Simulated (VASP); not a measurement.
# Si2W (AlB2 type) (P6/mmm) in VASP: further runs

Si2W (AlB2 type) is run at these levels: PBE; tasks: single point.

Everything below comes from runs of VASP 6.6.1. Logs are shortened: lines on timing, memory, paths and dates and some standing lists are left out, and cuts for length are marked.

### 1 The cell of the first run

The structure is hexagonal, space group P6/mmm (No. 191). The conventional cell has a = 3.631 Å, b = 3.631 Å, c = 2.306 Å, α = 90.00°, β = 90.00°, γ = 120.00°. Within 3.0 Å of W (site symmetry 6/mmm) lie 2 W at 2.31 Å and 12 Si at 2.39 Å. Si (site symmetry -6m2) has 5 Si at 2.10 to 2.31 Å and 6 W at 2.39 Å within 2.8 Å.

### 2 Single point, PBE

INCAR reads:

```
  PREC = Accurate
  ENCUT = 520
  EDIFF = 1E-7
  ISMEAR = -1
  SIGMA = 0.1
  LREAL = False
  LASPH = True
  NELM = 100
  ALGO = Normal
  ISIF = 2
  LWAVE = False
  LCHARG = False
  GGA = PE
  NBANDS = 18
```

KPOINTS reads:

```
regular mesh
0
Gamma
  10 10 8
```

POSCAR reads:

```
Si2W
1.0
    3.6307042723      0.0000000000      0.0000000000
   -1.8153521361      3.1442821334      0.0000000000
    0.0000000000      0.0000000000      2.3060041957
W Si
1 2
Direct
    0.0000000000      0.0000000000      0.0000000000
    0.3333333333      0.6666666667      0.5000000000
    0.6666666667      0.3333333333      0.5000000000
```

Potentials or basis: VASP PAW PBE potentials, release 64 (W_sv, Si).

On the command line:

```console
$ cat potpaw_PBE.64/W_sv/POTCAR potpaw_PBE.64/Si/POTCAR > POTCAR
$ mpirun -np 1 vasp_std > vasp.out
```

OUTCAR:

```text
PREC = Accurate
   ENCUT = 520
   EDIFF = 1E-7
   ISMEAR = -1
   LREAL = False
   LASPH = True
   NELM = 100
   ISIF = 2
   GGA = PE

 ion  position               nearest neighbor table
   1  0.000  0.000  0.000-   2 2.39   3 2.39   2 2.39   3 2.39   2 2.39   2 2.39   3 2.39   3 2.39
                             3 2.39   3 2.39   2 2.39   2 2.39
   2  0.333  0.667  0.500-   3 2.10   3 2.10   3 2.10   1 2.39   1 2.39   1 2.39   1 2.39   1 2.39
                             1 2.39   3 3.12   3 3.12   3 3.12   3 3.12   3 3.12   3 3.12
   3  0.667  0.333  0.500-   2 2.10   2 2.10   2 2.10   1 2.39   1 2.39   1 2.39   1 2.39   1 2.39
                             1 2.39   2 3.12   2 3.12   2 3.12   2 3.12   2 3.12   2 3.12

  LATTYP: Found a hexagonal cell.
 ALAT       =     3.6307042723
 C/A-ratio  =     0.6351396376

  Lattice vectors:

 A1 = (   3.6307042723,   0.0000000000,   0.0000000000)
 A2 = (  -1.8153521361,   3.1442821334,   0.0000000000)
 A3 = (   0.0000000000,   0.0000000000,   2.3060041957)

Analysis of symmetry for initial positions (statically):
=====================================================================
 Subroutine PRICEL returns:
 Original cell was already a primitive cell.

 Routine SETGRP: Setting up the symmetry group for a
 hexagonal supercell.

 Subroutine GETGRP returns: Found 24 space group operations
 (whereof 24 operations were pure point group operations)
 out of a pool of 24 trial point group operations.

The static configuration has the point symmetry D_6h.

Analysis of symmetry for dynamics (positions and initial velocities):
=====================================================================
 Subroutine PRICEL returns:
 Original cell was already a primitive cell.

 Routine SETGRP: Setting up the symmetry group for a
 hexagonal supercell.

 Subroutine GETGRP returns: Found 24 space group operations
 (whereof 24 operations were pure point group operations)
 out of a pool of 24 trial point group operations.

The dynamic configuration has the point symmetry D_6h.

 Subroutine INISYM returns: Found 24 space group operations
 (whereof 24 operations are pure point group operations),
 and found     1 'primitive' translations

----------------------------------------------------------------------------------------

                                     Primitive cell

  volume of cell :      26.3252

  direct lattice vectors                    reciprocal lattice vectors
     3.630704272  0.000000000  0.000000000     0.275428657  0.159018809  0.000000000
    -1.815352136  3.144282133  0.000000000     0.000000000  0.318037618  0.000000000
     0.000000000  0.000000000  2.306004196     0.000000000  0.000000000  0.433650555

  length of vectors
     3.630704272  3.630704272  2.306004196     0.318037618  0.318037618  0.433650555

  position of ions in fractional coordinates (direct lattice)
     0.000000000  0.000000000  0.000000000
     0.333333333  0.666666667  0.500000000
     0.666666667  0.333333333  0.500000000

  ion indices of the primitive-cell ions
   primitive index   ion index
                 1           1
                 2           2
                 3           3

----------------------------------------------------------------------------------------

 KPOINTS: regular mesh

Automatic generation of k-mesh.
 Grid dimensions read from file:
 generate k-points for:   10   10    8

 Generating k-lattice:

  Cartesian coordinates                     Fractional coordinates (reciprocal lattice)
     0.027542866  0.015901881  0.000000000     0.100000000  0.000000000  0.000000000
     0.000000000  0.031803762  0.000000000     0.000000000  0.100000000  0.000000000
     0.000000000  0.000000000  0.054206319     0.000000000  0.000000000  0.125000000

  Length of vectors
     0.031803762  0.031803762  0.054206319

  Shift w.r.t. Gamma in fractional coordinates (k-lattice)
     0.000000000  0.000000000  0.000000000

 Subroutine IBZKPT returns following result:
 ===========================================

 Found     70 irreducible k-points:

 Following reciprocal coordinates:
            Coordinates               Weight
  0.000000  0.000000  0.000000      1.000000
  0.100000  0.000000  0.000000      6.000000
  0.200000  0.000000  0.000000      6.000000
  0.300000  0.000000  0.000000      6.000000
  0.400000  0.000000  0.000000      6.000000
  0.500000  0.000000  0.000000      3.000000
[... 16 lines left out ...]
  0.300000  0.100000  0.125000     24.000000
  0.400000  0.100000  0.125000     24.000000
 [... further k-points ...]
   k-points           NKPTS =     70   k-points in BZ     NKDIM =     70   number of bands    NBANDS=     18
   number of dos      NEDOS =    301   number of ions     NIONS =      3
   total plane-waves  NPLWV =  14112
   dimension x,y,z NGX =    28 NGY =   28 NGZ =   18
   dimension x,y,z NGXF=    56 NGYF=   56 NGZF=   36
   ions per type =               1   2
   NGX,Y,Z   is equivalent  to a cutoff of  12.82, 12.82, 12.98 a.u.
   NGXF,Y,Z  is equivalent  to a cutoff of  25.64, 25.64, 25.95 a.u.
 SYSTEM =  unknown system
   PREC   = accura    normal or accurate (medium, high low for compatibility)
   ISTART =      0    job   : 0-new  1-cont  2-samecut
   ICHARG =      2    charge: 1-file 2-atom 10-const
   ISPIN  =      1    spin polarized calculation?
   LNONCOLLINEAR =      F non collinear calculations
   LSORBIT =      F    spin-orbit coupling
   LASPH  =      T    aspherical Exc in radial PAW
   ENCUT  =  520.0 eV  38.22 Ry    6.18 a.u.   6.75  6.75  4.29*2*pi/ulx,y,z
   NELM   =    100;   NELMIN=  2; NELMDL= -5     # of ELM steps
   EDIFF  = 0.1E-06   stopping-criterion for ELM
   LREAL  =      F    real-space projection
   EDIFFG = 0.1E-05   stopping-criterion for IOM
   NSW    =      0    number of steps for IOM
   IBRION =     -1    ionic relax: 0-MD 1-quasi-New 2-CG
   NFREE  =      0    steps in history (QN), initial steepest desc. (CG)
   ISIF   =      2    stress and relaxation
   ISYM   =      2    0-nonsym 1-usesym 2-fastsym
   POTIM  = 0.5000    time-step for ionic-motion
   TEBEG  =    0.0;   TEEND  =   0.0 temperature during run
   PSTRESS=    0.0 pullay stress
   NELECT =      22.0000    total number of electrons
   NUPDOWN=      -1.0000    fix difference up-down
   EMIN   =  10.00;   EMAX   =-10.00  energy-range for DOS
   EFERMI =   0.00;   METHOD = LEGACY
   ISMEAR =    -1;   SIGMA  =   0.10  broadening in eV -4-tet -1-fermi 0-gaus
   EFERMI_NEDOS =   21; number of points for ismear=-14 and -15
   IALGO  =     38    algorithm
   IMIX   =      4    mixing-type and parameters
     AMIX     =   0.40;   BMIX     =  1.00
     AMIX_MAG =   1.60;   BMIX_MAG =  1.00
  volume/ion in A,a.u.               =       8.78        59.22
  Fermi-wavevector in a.u.,A,eV,Ry     =   1.542026  2.914006 32.352515  2.377843
  Thomas-Fermi vector in A             =   2.647888
   LORBIT       =      0    0 simple, 1 ext, 2 COOP (PROOUT), +10 PAW based schemes
   GGA     = PE    functional components
   LHFCALC =     F    Hartree Fock is set to
   AEXX    =    0.0000 exact exchange contribution
   IVDW    =     0    specifies the selected vdW correction
   LEPSILON=     F    determine dielectric tensor
   LRPA    =     F    only Hartree local field effects (RPA)
 non-spin polarized calculation
  energy-cutoff  :      520.00
  volume of cell :       26.33
 maximum number of plane-waves:       723
 NGX is ok and might be reduce to    28

 number of electron      22.0000001 magnetization

 Free energy of the ion-electron system (eV)
  ---------------------------------------------------
  ext. energy  EPLUGINS =         0.00000000
  ---------------------------------------------------
  free energy    TOTEN  =       -14.73867243 eV

  energy without entropy =      -14.70863038  energy(sigma->0) =      -14.72365141

 E-fermi :  19.7149     XC(G=0): -14.7304

 val. band max:       19.6962599601   @ k =   0.2000   0.1000   0.1250
 cond. band min:      19.7518610873   @ k =   0.3000   0.3000   0.5000
 fundamental gap:      0.0556011272
 Fermi energy:        19.7149332767

 k-point     1 :       0.0000    0.0000    0.0000
  band No.  band energies     occupation
      1     -54.4283      2.00000
      2     -19.1984      2.00000
      3     -19.1984      2.00000
      4     -17.2077      2.00000
      5       1.1437      2.00000
      6       9.7568      2.00000
[... 10 lines left out ...]
     17      28.1012      0.00000
     18      33.2917      0.00000

 k-point     2 :       0.1000    0.0000    0.0000
  band No.  band energies     occupation
      1     -54.4279      2.00000
      2     -19.2170      2.00000
      3     -19.2023      2.00000
      4     -17.2072      2.00000
      5       1.3505      2.00000
      6       9.2848      2.00000
[... 10 lines left out ...]
     17      27.7724      0.00000
     18      33.7100      0.00000

 k-point     3 :       0.2000    0.0000    0.0000
  band No.  band energies     occupation
      1     -54.4269      2.00000
      2     -19.2652      2.00000
      3     -19.2127      2.00000
      4     -17.2057      2.00000
      5       1.9474      2.00000
      6       8.3196      2.00000
[... 10 lines left out ...]
     17      28.1600      0.00000
     18      33.8293      0.00000

 k-point     4 :       0.3000    0.0000    0.0000
  band No.  band energies     occupation
      1     -54.4255      2.00000
      2     -19.3238      2.00000
      3     -19.2254      2.00000
      4     -17.2038      2.00000
      5       2.8619      2.00000
      6       7.3033      2.00000
[... 375 lines left out ...]
      4     -17.8855      2.00000
      5       2.9819      2.00000
      6       8.0584      2.00000
[... 10 lines left out ...]
     17      30.5232      0.00000
     18      31.9592      0.00000

 k-point    23 :       0.3000    0.1000    0.1250
  band No.  band energies     occupation
      1     -54.3589      2.00000
      2     -19.2570      2.00000
      3     -19.1554      2.00000
      4     -17.8819      2.00000
      5       3.9645      2.00000
      6       7.1236      2.00000
[... 10 lines left out ...]
     17      30.2733      0.00000
     18      31.5535      0.00000

 k-point    24 :       0.4000    0.1000    0.1250
  band No.  band energies     occupation
      1     -54.3582      2.00000
      2     -19.2855      2.00000
      3     -19.1643      2.00000
      4     -17.8797      2.00000
      5       5.0570      2.00000
      6       6.1592      2.00000
[... 10 lines left out ...]
     17      30.2395      0.00000
     18      31.2047      0.00000

 [... further k-points ...]

------------------------ aborting loop because EDIFF is reached ----------------------------------------

  FORCE on cell =-STRESS in cart. coord.  units (eV):
  Direction    XX          YY          ZZ          XY          YZ          ZX
  --------------------------------------------------------------------------------------
  -------------------------------------------------------------------------------------
  Total       40.2862307     40.2862307     40.7608982      0.0000000      0.0000000      0.0000000
  in kB     2451.8547619   2451.8547619   2480.7434319      0.0000000      0.0000000      0.0000000
  external PRESSURE =    2461.4843186 kB  Pullay stress =       0.0000000 kB

 VOLUME and BASIS-vectors are now :
 -----------------------------------------------------------------------------
  energy-cutoff  :      520.00
  volume of cell :       26.33
      direct lattice vectors                 reciprocal lattice vectors
     3.630704272  0.000000000  0.000000000     0.275428657  0.159018809  0.000000000
    -1.815352136  3.144282133  0.000000000     0.000000000  0.318037618  0.000000000
     0.000000000  0.000000000  2.306004196     0.000000000  0.000000000  0.433650555

 POSITION                                       TOTAL-FORCE (eV/Angst)
 -----------------------------------------------------------------------------------
      0.00000      0.00000      0.00000        -0.000000      0.000000      0.000000
     -0.00000      2.09619      1.15300        -0.000000     -0.000000      0.000000
      1.81535      1.04809      1.15300         0.000000      0.000000      0.000000
 -----------------------------------------------------------------------------------
    total drift:                               -0.000000      0.000000      0.000000

  FREE ENERGIE OF THE ION-ELECTRON SYSTEM (eV)
  ---------------------------------------------------
  free  energy   TOTEN  =       -14.7386724335 eV

  energy  without entropy=      -14.7086303815  energy(sigma->0) =      -14.72365141
```

Wall time 12 s (1 thread of Intel Xeon 6975P-C (Granite Rapids), shared host); peak memory 0.16 GiB.

Results:

```
Free energy            : -14.7387 eV
Pressure               : 246.1 GPa
Band gap on the k mesh : zero (band 11 reaches 21.37 eV, above the bottom of band 12 at 16.87 eV)
```

Caveat: spin-orbit coupling is left out, which moves the levels of the heavy elements.

### 3 Single point, PBE

INCAR reads:

```
SYSTEM = Si2W
PREC = Accurate
ENCUT = 520
EDIFF = 1E-6
ISMEAR = -1
SIGMA = 0.1
LREAL = .False.
LASPH = .True.
NELM = 60
ALGO = Normal
ISIF = 2
LWAVE = .False.
LCHARG = .False.
GGA = PE
NBANDS = 18
```

KPOINTS reads:

```
regular mesh
0
Gamma
  10 10 8
  0 0 0
```

POSCAR, as its differences from that of step 2:

```diff
@@ -3,3 +3,3 @@
     3.6307042723      0.0000000000      0.0000000000
-   -1.8153521361      3.1442821334      0.0000000000
+   -1.8153521362      3.1442821334      0.0000000000
     0.0000000000      0.0000000000      2.3060041957
```

Potentials or basis: VASP PAW PBE potentials, release 64 (W_sv, Si).

On the command line:

```console
$ cat potpaw_PBE.64/W_sv/POTCAR potpaw_PBE.64/Si/POTCAR > POTCAR
$ mpirun -np 1 vasp_std > vasp.out
```

It took 11 s on 1 thread of Intel Xeon 6975P-C (Granite Rapids), shared host; peak memory 0.16 GiB.

It converged, with:

```
Free energy            : -14.7387 eV
Pressure               : 246.1 GPa
Band gap on the k mesh : zero (band 11 reaches 21.37 eV, above the bottom of band 12 at 16.87 eV)
```

Stress tensor (GPa, compression positive):
```
245.18   0.00   0.00
  0.00 245.18   0.00
  0.00   0.00 248.07
```

Levels at points of the mesh, in eV from the Fermi level:
```tsv
k point	band 9	band 10	band 11	band 12	band 13	band 14
(0.00, 0.00, 0.00)	-4.48	-0.71	-0.71	3.11	3.11	6.58
(0.50, 0.00, 0.00)	-4.41	-3.88	1.35	2.59	4.15	5.36
(0.00, 0.00, 0.50)	-4.74	-4.74	-2.84	-2.84	-0.97	6.99
(0.50, 0.00, 0.50)	-7.35	-1.06	-0.71	0.96	1.80	2.76
```

Caveat: spin-orbit coupling is left out, which moves the levels of the heavy elements.

[end of part 1 of 2]
